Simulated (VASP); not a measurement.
# Pt2Br3: single point with PBE

The system is Pt2Br3.

```
Pt Br
1.0
     3.99189    0.00000    0.00000
    -1.99595    3.45708    0.00000
     0.00000    0.00000    9.03137
Pt Br
2 3
Direct
  0.33333 0.66667 0.16570
  0.66667 0.33333 0.83430
  0.00000 0.00000 0.00000
  0.33333 0.66667 0.69656
  0.66667 0.33333 0.30344
```

```json
{"Program": "VASP 6.6.1", "Task": "single point", "Functional": "PBE", "Potentials or basis": "VASP PAW PBE potentials, release 64 (Pt, Br)", "Cutoff": "500 eV", "k mesh": "6 × 6 × 4", "Occupations": "gaussian, width 0.1 eV", "Spin": "no spin polarisation"}
```

```yaml
Pressure: 0.1 GPa
Largest_force: 0.008 eV/Å
Band_gap_on_the_k_mesh: zero (an odd number of electrons rules out a gap without spin polarisation)
```

Forces on the atoms (eV/Å):
```
Pt   0.000  0.000 -0.008
Pt   0.000  0.000  0.008
Br   0.000  0.000  0.000
Br   0.000  0.000  0.001
Br   0.000  0.000 -0.001
```

Levels at points of the mesh, in eV from the Fermi level:
| k point | band 18 | band 19 | band 20 | band 21 | band 22 | band 23 |
| --- | --- | --- | --- | --- | --- | --- |
| (0.00, 0.00, 0.00) | -1.33 | -0.37 | -0.37 | 0.97 | 0.97 | 1.04 |
| (0.50, 0.00, 0.00) | -1.85 | -0.93 | -0.78 | 0.45 | 0.82 | 1.48 |
| (0.00, 0.00, 0.50) | -1.41 | -0.32 | -0.32 | 0.94 | 0.94 | 1.80 |
| (0.50, 0.00, 0.50) | -1.90 | -0.96 | -0.84 | 0.57 | 0.89 | 1.76 |

Wall time 110 s on 1 thread of AMD EPYC 9755 128-Core Processor, on a shared host, peak memory 0.25 GiB.

Caveat: spin-orbit coupling is left out, which moves the levels of the heavy elements; this functional lacks dispersion, which binds layers or chains, so the pressure and a relaxed spacing across them are unreliable; an odd number of electrons without spin polarisation forces a metal; a magnetic or distorted state may lie lower.
